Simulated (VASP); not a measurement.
# Al16N15 (a cell with a defect) in VASP: a series of runs

The runs below take Al16N15 (a cell with a defect) through single point, with PBE.

All numbers are computed with VASP 6.6.1; they aren't measurements. Logs are shortened: lines on timing, memory, paths and dates and some standing lists are left out, and cuts for length are marked.

## (1) The cell of the first run

The cell holds a defect, 31 atoms: a = 7.627 Å, b = 7.627 Å, c = 7.627 Å, α = 109.47°, β = 109.47°, γ = 109.47°.

## (2) Single point, PBE (atoms taken out, then relaxed in part)

INCAR

```
PREC = Accurate ; ENCUT = 520
EDIFF = 1E-7 ; ISMEAR = 0
SIGMA = 0.01 ; LREAL = Auto
LASPH = T ; NELM = 60
ALGO = Normal ; ISIF = 2
LWAVE = F ; LCHARG = F
GGA = PE ; NELECT = 122.0
NBANDS = 82
```

KPOINTS

```
Automatic mesh
0
Gamma
  2 2 2
```

POSCAR

```
Al16N15
1.0
   -4.4031742015     -4.4031742015      4.4031742015
    4.4031742015     -4.4031742015     -4.4031742015
    4.4031742015      4.4031742015      4.4031742015
Al N
16 15
Direct
    0.2500000000      0.0073462962      0.7500000000
    0.0008757553      0.0005614503      0.0005614503
    0.5073462962      0.7500000000      0.7500000000
    0.2500000000      0.7500000000      0.0073462962
   -0.0005614503      0.7500000000      0.2503143050
    0.7496856950     -0.0008757553      0.2496856950
    0.5005614503      0.0005614503      0.5008757553
   -0.0005614503      0.2503143050      0.7500000000
    0.7503143050      0.4994385497      0.7500000000
    0.5005614503      0.5008757553      0.0005614503
    0.2500000000      0.4994385497      0.2503143050
   -0.0073462962      0.4926537038      0.4926537038
    0.7503143050      0.7500000000      0.4994385497
    0.7496856950      0.2496856950     -0.0008757553
    0.4991242447      0.2496856950      0.2496856950
    0.2500000000      0.2503143050      0.4994385497
    0.0000759880      0.7500000000     -0.0010342354
    0.4989657646      0.5000759880      0.7500000000
    0.2500000000      0.5000759880     -0.0010342354
    0.0010342354      0.5010342354      0.2511102234
    0.7500000000      0.7500000000      0.2500000000
    0.4989657646      0.7500000000      0.5000759880
    0.0000759880     -0.0010342354      0.7500000000
    0.7500000000      0.2500000000      0.7500000000
    0.4999240120      0.2488897766     -0.0000759880
    0.2500000000      0.2500000000      0.2500000000
    0.0010342354      0.2511102234      0.5010342354
    0.7511102234      0.5010342354      0.5010342354
    0.7488897766     -0.0000759880     -0.0000759880
    0.4999240120     -0.0000759880      0.2488897766
    0.2500000000     -0.0010342354      0.5000759880
```

Potentials or basis: VASP PAW PBE potentials, release 64 (Al, N).

Launch:

```sh
$ cat potpaw_PBE.64/Al/POTCAR potpaw_PBE.64/N/POTCAR > POTCAR
$ mpirun -np 1 vasp_std > vasp.out
```

OUTCAR:

```text
PREC = Accurate
   ENCUT = 520
   EDIFF = 1E-7
   ISMEAR = 0
   LREAL = Auto
   LASPH = T
   NELM = 60
   ISIF = 2
   GGA = PE
   NELECT = 122.0

 ion  position               nearest neighbor table
   1  0.250  0.007  0.750-  23 1.89  25 1.89  31 1.89   8 3.07  10 3.07  16 3.07   2 3.11   7 3.11
                             5 3.11  13 3.11  14 3.11  15 3.11   4 3.21   3 3.21  12 3.21
   2  0.001  0.001  0.001-  26 1.90  23 1.90  17 1.90  29 1.92   3 3.07  15 3.10  11 3.11  16 3.11
                             4 3.11   1 3.11   5 3.12  14 3.12   6 3.12   8 3.12  13 3.12   9 3.12
   3  0.507  0.750  0.750-  18 1.89  22 1.89  29 1.89   2 3.07   9 3.07  13 3.07   7 3.11  10 3.11
                            16 3.11  11 3.11   6 3.11  14 3.11   4 3.21   1 3.21  12 3.21
   4  0.250  0.750  0.007-  17 1.89  19 1.89  30 1.89   5 3.07   7 3.07  11 3.07   2 3.11  10 3.11
                            15 3.11   9 3.11   6 3.11   8 3.11   3 3.21   1 3.21  12 3.21
   5  0.999  0.750  0.250-  21 1.90  20 1.90  31 1.90  17 1.92   4 3.07  13 3.10  10 3.11   6 3.11
                            12 3.11   1 3.11   2 3.12  16 3.12   9 3.12  14 3.12   7 3.12  11 3.12
   6  0.750  0.999  0.250-  21 1.90  29 1.90  30 1.90  27 1.92  12 3.07  10 3.10  13 3.11   5 3.11
                             3 3.11   4 3.11   7 3.12  16 3.12   8 3.12   2 3.12  14 3.12  15 3.12
   7  0.501  0.001  0.501-  24 1.90  22 1.90  31 1.90  30 1.92   4 3.07  14 3.10   9 3.11   8 3.11
                             1 3.11   3 3.11  13 3.12   6 3.12  15 3.12  16 3.12  11 3.12   5 3.12
   8  0.999  0.250  0.750-  24 1.90  19 1.90  27 1.90  23 1.92   1 3.07   9 3.10  14 3.11   7 3.11
                            12 3.11   4 3.11   2 3.12  11 3.12   6 3.12  13 3.12  10 3.12  16 3.12
   9  0.750  0.499  0.750-  24 1.90  17 1.90  28 1.90  18 1.92   3 3.07   8 3.10  14 3.11   7 3.11
[... 16 lines left out ...]
  18  0.499  0.500  0.750-   3 1.89  16 1.90  10 1.90   9 1.92
  19  0.250  0.500  0.999-   4 1.89   8 1.90  10 1.90  11 1.92
  20  0.001  0.501  0.251-  12 1.89  11 1.90   5 1.90  14 1.92
  21  0.750  0.750  0.250-   6 1.90   5 1.90  10 1.90  13 1.90
  22  0.499  0.750  0.500-   3 1.89   7 1.90  11 1.90  13 1.92
  23  0.000  0.999  0.750-   1 1.89   2 1.90  13 1.90   8 1.92
  24  0.750  0.250  0.750-  14 1.90   7 1.90   9 1.90   8 1.90
  25  0.500  0.249  1.000-   1 1.89  14 1.90  15 1.90  10 1.92
  26  0.250  0.250  0.250-  15 1.90   2 1.90  11 1.90  16 1.90
  27  0.001  0.251  0.501-  12 1.89   8 1.90  16 1.90   6 1.92
  28  0.751  0.501  0.501-  12 1.89   9 1.90  13 1.90  15 1.92
  29  0.749  1.000  1.000-   3 1.89   6 1.90  14 1.90   2 1.92
  30  0.500  1.000  0.249-   4 1.89   6 1.90  15 1.90   7 1.92
  31  0.250  0.999  0.500-   1 1.89   5 1.90   7 1.90  16 1.92

  LATTYP: Found a body centered cubic cell.
 ALAT       =     8.8063484030

  Lattice vectors:

 A1 = (  -4.4031742015,  -4.4031742015,   4.4031742015)
 A2 = (   4.4031742015,  -4.4031742015,  -4.4031742015)
 A3 = (   4.4031742015,   4.4031742015,   4.4031742015)

Analysis of symmetry for initial positions (statically):
=====================================================================
 Subroutine PRICEL returns:
 Original cell was already a primitive cell.

 Routine SETGRP: Setting up the symmetry group for a
 body centered cubic supercell.

 Subroutine GETGRP returns: Found 24 space group operations
 (whereof  2 operations were pure point group operations)
 out of a pool of 48 trial point group operations.

The static configuration has the point symmetry C_1h.
 The point group associated with its full space group is T_d .

Analysis of symmetry for dynamics (positions and initial velocities):
=====================================================================
 Subroutine PRICEL returns:
 Original cell was already a primitive cell.

 Routine SETGRP: Setting up the symmetry group for a
 body centered cubic supercell.

 Subroutine GETGRP returns: Found 24 space group operations
 (whereof  2 operations were pure point group operations)
 out of a pool of 48 trial point group operations.

The dynamic configuration has the point symmetry C_1h.
 The point group associated with its full space group is T_d .

 Subroutine INISYM returns: Found 24 space group operations
 (whereof  2 operations are pure point group operations),
 and found     1 'primitive' translations

----------------------------------------------------------------------------------------

                                     Primitive cell

  volume of cell :     341.4740

  direct lattice vectors                    reciprocal lattice vectors
    -4.403174201 -4.403174201  4.403174201     0.000000000 -0.113554444  0.113554444
     4.403174201 -4.403174201 -4.403174201     0.113554444 -0.113554444  0.000000000
     4.403174201  4.403174201  4.403174201     0.113554444  0.000000000  0.113554444

  length of vectors
     7.626521432  7.626521432  7.626521432     0.160590235  0.160590235  0.160590235

  position of ions in fractional coordinates (direct lattice)
     0.250000000  0.007346296  0.750000000
     0.000875755  0.000561450  0.000561450
     0.507346296  0.750000000  0.750000000
     0.250000000  0.750000000  0.007346296
     0.999438550  0.750000000  0.250314305
     0.749685695  0.999124245  0.249685695
[... 23 lines left out ...]
     0.499924012  0.999924012  0.248889777
     0.250000000  0.998965765  0.500075988

  ion indices of the primitive-cell ions
   primitive index   ion index
                 1           1
                 2           2
                 3           3
                 4           4
                 5           5
                 6           6
[... 23 lines left out ...]
                30          30
                31          31

----------------------------------------------------------------------------------------

 KPOINTS: Automatic mesh

Automatic generation of k-mesh.
 Grid dimensions read from file:
 generate k-points for:    2    2    2

 Generating k-lattice:

  Cartesian coordinates                     Fractional coordinates (reciprocal lattice)
     0.000000000 -0.056777222  0.056777222     0.500000000  0.000000000  0.000000000
     0.056777222 -0.056777222  0.000000000     0.000000000  0.500000000  0.000000000
     0.056777222  0.000000000  0.056777222     0.000000000  0.000000000  0.500000000

  Length of vectors
     0.080295118  0.080295118  0.080295118

  Shift w.r.t. Gamma in fractional coordinates (k-lattice)
     0.000000000  0.000000000  0.000000000

 Subroutine IBZKPT returns following result:
 ===========================================

 Found      3 irreducible k-points:

 Following reciprocal coordinates:
            Coordinates               Weight
  0.000000  0.000000  0.000000      1.000000
  0.500000  0.000000  0.000000      6.000000
  0.500000  0.500000  0.500000      1.000000
   k-points           NKPTS =      3   k-points in BZ     NKDIM =      3   number of bands    NBANDS=     82
   number of dos      NEDOS =    301   number of ions     NIONS =     31
   total plane-waves  NPLWV = 216000
   dimension x,y,z NGX =    60 NGY =   60 NGZ =   60
   dimension x,y,z NGXF=   120 NGYF=  120 NGZF=  120
   ions per type =              16  15
   NGX,Y,Z   is equivalent  to a cutoff of  13.08, 13.08, 13.08 a.u.
   NGXF,Y,Z  is equivalent  to a cutoff of  26.16, 26.16, 26.16 a.u.
 SYSTEM =  unknown system
   PREC   = accura    normal or accurate (medium, high low for compatibility)
   ISTART =      0    job   : 0-new  1-cont  2-samecut
   ICHARG =      2    charge: 1-file 2-atom 10-const
   ISPIN  =      1    spin polarized calculation?
   LNONCOLLINEAR =      F non collinear calculations
   LSORBIT =      F    spin-orbit coupling
   LASPH  =      T    aspherical Exc in radial PAW
   ENCUT  =  520.0 eV  38.22 Ry    6.18 a.u.  14.18 14.18 14.18*2*pi/ulx,y,z
   NELM   =     60;   NELMIN=  2; NELMDL= -5     # of ELM steps
   EDIFF  = 0.1E-06   stopping-criterion for ELM
   LREAL  =      T    real-space projection
   EDIFFG = 0.1E-05   stopping-criterion for IOM
   NSW    =      0    number of steps for IOM
   IBRION =     -1    ionic relax: 0-MD 1-quasi-New 2-CG
   NFREE  =      0    steps in history (QN), initial steepest desc. (CG)
   ISIF   =      2    stress and relaxation
   ISYM   =      2    0-nonsym 1-usesym 2-fastsym
   POTIM  = 0.5000    time-step for ionic-motion
   TEBEG  =    0.0;   TEEND  =   0.0 temperature during run
   PSTRESS=    0.0 pullay stress
   NELECT =     122.0000    total number of electrons
   NUPDOWN=      -1.0000    fix difference up-down
   EMIN   =  10.00;   EMAX   =-10.00  energy-range for DOS
   EFERMI =   0.00;   METHOD = LEGACY
   ISMEAR =     0;   SIGMA  =   0.01  broadening in eV -4-tet -1-fermi 0-gaus
   EFERMI_NEDOS =   21; number of points for ismear=-14 and -15
   IALGO  =     38    algorithm
   IMIX   =      4    mixing-type and parameters
     AMIX     =   0.40;   BMIX     =  1.00
     AMIX_MAG =   1.60;   BMIX_MAG =  1.00
  volume/ion in A,a.u.               =      11.02        74.33
  Fermi-wavevector in a.u.,A,eV,Ry     =   1.161651  2.195202 18.360143  1.349432
  Thomas-Fermi vector in A             =   2.298220
   LORBIT       =      0    0 simple, 1 ext, 2 COOP (PROOUT), +10 PAW based schemes
   GGA     = PE    functional components
   LHFCALC =     F    Hartree Fock is set to
   AEXX    =    0.0000 exact exchange contribution
   IVDW    =     0    specifies the selected vdW correction
   LEPSILON=     F    determine dielectric tensor
   LRPA    =     F    only Hartree local field effects (RPA)
 non-spin polarized calculation
 Gauss-broadening in eV      SIGMA  =   0.01
  energy-cutoff  :      520.00
  volume of cell :      341.47
 maximum number of plane-waves:      9213
 NGX is ok and might be reduce to    60
   NGX = 29   NGY = 29   NGZ = 29

 number of electron     121.9999975 magnetization

 Free energy of the ion-electron system (eV)
  ---------------------------------------------------
  ext. energy  EPLUGINS =         0.00000000
  ---------------------------------------------------
  free energy    TOTEN  =      -232.71798204 eV

  energy without entropy =     -232.71798204  energy(sigma->0) =     -232.71798204

 E-fermi :   6.3620     XC(G=0): -10.6846

 val. band max:        6.2390894810   @ k =   0.5000   0.5000   0.5000
 cond. band min:       9.0054268127   @ k =   0.0000   0.0000   0.0000
 fundamental gap:      2.7663373317
 Fermi energy:         6.3620384597

 k-point     1 :       0.0000    0.0000    0.0000
  band No.  band energies     occupation
      1      -9.1540      2.00000
      2      -7.4353      2.00000
      3      -7.4353      2.00000
      4      -7.4353      2.00000
      5      -7.4217      2.00000
      6      -7.4217      2.00000
[... 217 lines left out ...]
     72      11.7212      0.00000
     73      12.0623      0.00000
 [bands above 73 left out]

------------------------ aborting loop because EDIFF is reached ----------------------------------------

  FORCE on cell =-STRESS in cart. coord.  units (eV):
  Direction    XX          YY          ZZ          XY          YZ          ZX
  --------------------------------------------------------------------------------------
  -------------------------------------------------------------------------------------
  Total      -11.1589263    -11.1589263    -11.1589263      0.0000000      0.0000000      0.0000000
  in kB      -52.3570775    -52.3570775    -52.3570775      0.0000000      0.0000000      0.0000000
  external PRESSURE =     -52.3570775 kB  Pullay stress =       0.0000000 kB

 VOLUME and BASIS-vectors are now :
 -----------------------------------------------------------------------------
  energy-cutoff  :      520.00
  volume of cell :      341.47
      direct lattice vectors                 reciprocal lattice vectors
    -4.403174201 -4.403174201  4.403174201     0.000000000 -0.113554444  0.113554444
     4.403174201 -4.403174201 -4.403174201     0.113554444 -0.113554444  0.000000000
     4.403174201  4.403174201  4.403174201     0.113554444  0.000000000  0.113554444

 POSITION                                       TOTAL-FORCE (eV/Angst)
 -----------------------------------------------------------------------------------
      2.23393      2.16924      4.37083         0.008745     -0.008745     -0.008745
      0.00109     -0.00386      0.00386        -0.001894     -0.006026      0.006026
      4.37083     -2.23393      2.23393        -0.008745     -0.008745      0.008745
      2.23393     -4.37083     -2.16924         0.008745      0.008745      0.008745
      0.00386     -6.60091      2.20050         0.006026      0.006026      0.001894
      2.19773     -6.60091      0.00109        -0.006026      0.006026     -0.001894
[... 23 lines left out ...]
      3.29749     -5.50819     -1.10568        -0.005523      0.002860     -0.005523
      5.49975     -3.29749     -1.09591         0.002860      0.005523      0.005523
 -----------------------------------------------------------------------------------
    total drift:                               -0.000017      0.000016     -0.000017

  FREE ENERGIE OF THE ION-ELECTRON SYSTEM (eV)
  ---------------------------------------------------
  free  energy   TOTEN  =      -232.7179820377 eV

  energy  without entropy=     -232.7179820377  energy(sigma->0) =     -232.71798204
```

Run time: 7.5 min. Hardware: 1 thread of Intel Xeon 8259CL, shared host; peak memory 0.48 GiB.

Results:

```
Free energy   : -232.7180 eV
Largest force : 0.015 eV/Å
```

Forces in eV/Å, atoms in the order of the input:
```
Al   0.009 -0.009 -0.009
Al  -0.002 -0.006  0.006
Al  -0.009 -0.009  0.009
Al   0.009  0.009  0.009
Al   0.006  0.006  0.002
Al  -0.006  0.006 -0.002
Al   0.006  0.002  0.006
Al   0.006 -0.002 -0.006
Al  -0.006 -0.002  0.006
Al   0.006 -0.006 -0.002
Al   0.002  0.006  0.006
Al  -0.009  0.009 -0.009
Al  -0.006 -0.006  0.002
Al  -0.006  0.002 -0.006
Al  -0.002  0.006 -0.006
Al   0.002 -0.006 -0.006
N   -0.006 -0.006  0.003
N    0.006 -0.003 -0.006
N    0.003 -0.006 -0.006
N    0.006  0.003  0.006
N    0.000  0.000  0.000
N    0.006  0.006  0.003
N   -0.006 -0.003  0.006
N    0.000  0.000  0.000
N   -0.006  0.006 -0.003
N    0.000  0.000  0.000
N    0.006 -0.006 -0.003
N   -0.003 -0.006  0.006
N   -0.003  0.006 -0.006
N   -0.006  0.003 -0.006
N    0.003  0.006  0.006
```

Caveat: the k points lie up to 0.50 Å⁻¹ apart; the cell carries a net charge on a neutralising background, which shifts energy and pressure; the cell differs from its parent crystal (atoms taken out, then relaxed in part); the cell is charged against a uniform background, so pressure and absolute levels hang on convention.

## (3) Single point, PBE, collinear spin (atoms taken out, then relaxed in part)

INCAR

```
SYSTEM = Al16N15
ALGO = Normal ; EDIFF = 1E-6
ENCUT = 520 ; GGA = PE
ISIF = 2 ; ISMEAR = 0
ISPIN = 2 ; LASPH = .True.
LCHARG = .False. ; LORBIT = 11
LREAL = Auto ; LWAVE = .False.
MAGMOM = 0.25 0 0.25 0.25 0 0 0 0 0 0 0 0.25 0 0 0 0 0 0 0 0 0 0 0 0 0 0 0 0 0 0 0 ; NBANDS = 86
NELM = 150 ; PREC = Accurate
SIGMA = 0.01
```

KPOINTS

```
k-points
0
Gamma
  2 2 2
  0 0 0
```

POSCAR

```
Al16N15
1.0
   -4.4031742015     -4.4031742015      4.4031742015
    4.4031742015     -4.4031742015     -4.4031742015
    4.4031742015      4.4031742015      4.4031742015
Al N
16 15
Direct
    0.2500000000      0.0061794941      0.7500000000
    0.0007469218      0.0002601354      0.0002601354
    0.5061794941      0.7500000000      0.7500000000
    0.2500000000      0.7500000000      0.0061794941
   -0.0002601354      0.7500000000      0.2504867865
    0.7495132135     -0.0007469218      0.2495132135
    0.5002601354      0.0002601354      0.5007469218
   -0.0002601354      0.2504867865      0.7500000000
    0.7504867865      0.4997398646      0.7500000000
    0.5002601354      0.5007469218      0.0002601354
    0.2500000000      0.4997398646      0.2504867865
   -0.0061794941      0.4938205059      0.4938205059
    0.7504867865      0.7500000000      0.4997398646
    0.7495132135      0.2495132135     -0.0007469218
    0.4992530782      0.2495132135      0.2495132135
    0.2500000000      0.2504867865      0.4997398646
    0.0000025371      0.7500000000     -0.0007478639
    0.4992521361      0.5000025371      0.7500000000
    0.2500000000      0.5000025371     -0.0007478639
    0.0007478639      0.5007478639      0.2507504010
    0.7500000000      0.7500000000      0.2500000000
    0.4992521361      0.7500000000      0.5000025371
    0.0000025371     -0.0007478639      0.7500000000
    0.7500000000      0.2500000000      0.7500000000
    0.4999974629      0.2492495990     -0.0000025371
    0.2500000000      0.2500000000      0.2500000000
    0.0007478639      0.2507504010      0.5007478639
    0.7507504010      0.5007478639      0.5007478639
    0.7492495990     -0.0000025371     -0.0000025371
    0.4999974629     -0.0000025371      0.2492495990
    0.2500000000     -0.0007478639      0.5000025371
```

Potentials or basis: VASP PAW PBE potentials, release 64 (Al, N).

Launch:

```sh
$ cat potpaw_PBE.64/Al/POTCAR potpaw_PBE.64/N/POTCAR > POTCAR
$ mpirun -np 1 vasp_std > vasp.out
```

Wall time 15 min (1 thread of Intel Xeon 8259CL, shared host); peak memory 0.68 GiB.

Results (log left out):

```yaml
Free_energy: -223.6377 eV
Pressure: -0.3 GPa
Largest_force: 0.012 eV/Å
Net_moment: 0.25 μB per cell
Valence_electrons_inside_the_program's_atomic_spheres: Al 0.79, 0.80 (each value once); N 3.84
```

Forces in eV/Å, atoms in the order of the input:
```
Al   0.007 -0.007 -0.007
Al  -0.007 -0.003  0.003
Al  -0.007 -0.007  0.007
Al   0.007  0.007  0.007
Al   0.003  0.003  0.007
Al  -0.003  0.003 -0.007
Al   0.003  0.007  0.003
Al   0.003 -0.007 -0.003
Al  -0.003 -0.007  0.003
Al   0.003 -0.003 -0.007
Al   0.007  0.003  0.003
Al  -0.007  0.007 -0.007
Al  -0.003 -0.003  0.007
Al  -0.003  0.007 -0.003
Al  -0.007  0.003 -0.003
Al   0.007 -0.003 -0.003
N    0.002  0.002 -0.009
N   -0.002  0.009  0.002
N   -0.009  0.002  0.002
N   -0.002 -0.009 -0.002
N    0.000  0.000  0.000
N   -0.002 -0.002 -0.009
N    0.002  0.009 -0.002
N    0.000  0.000  0.000
N    0.002 -0.002  0.009
N    0.000  0.000  0.000
N   -0.002  0.002  0.009
N    0.009  0.002 -0.002
N    0.009 -0.002  0.002
N    0.002 -0.009  0.002
N   -0.009 -0.002 -0.002
```

Levels at points of the mesh, in eV from the Fermi level:
Spin up:
| k point | band 57 | band 58 | band 59 | band 60 | band 61 | band 62 | band 63 | band 64 | band 65 | band 66 |
| --- | --- | --- | --- | --- | --- | --- | --- | --- | --- | --- |
| (0.00, 0.00, 0.00) | -4.31 | -4.01 | -3.93 | -3.93 | -3.93 | -0.47 | -0.47 | -0.43 | 0.71 | 0.71 |
| (0.50, 0.00, 0.00) | -4.53 | -4.51 | -4.19 | -3.88 | -3.24 | 0.00 | 0.08 | 0.27 | 1.36 | 1.40 |
| (0.50, 0.50, 0.50) | -4.34 | -4.32 | -4.32 | -4.32 | -3.23 | 0.06 | 0.06 | 0.06 | 2.00 | 2.00 |
Spin down:
| k point | band 58 | band 59 | band 60 | band 61 | band 62 | band 63 | band 64 | band 65 |
| --- | --- | --- | --- | --- | --- | --- | --- | --- |
| (0.00, 0.00, 0.00) | -3.93 | -3.92 | -3.92 | -3.92 | -0.42 | -0.42 | -0.41 | 0.82 |
| (0.50, 0.00, 0.00) | -4.50 | -4.18 | -3.87 | -3.18 | 0.09 | 0.16 | 0.37 | 1.40 |
| (0.50, 0.50, 0.50) | -4.32 | -4.32 | -4.32 | -3.17 | 0.15 | 0.15 | 0.15 | 2.02 |

Caveat: the k points lie up to 0.50 Å⁻¹ apart; the cell differs from its parent crystal (atoms taken out, then relaxed in part).

(Continued in part 2 of 2.)
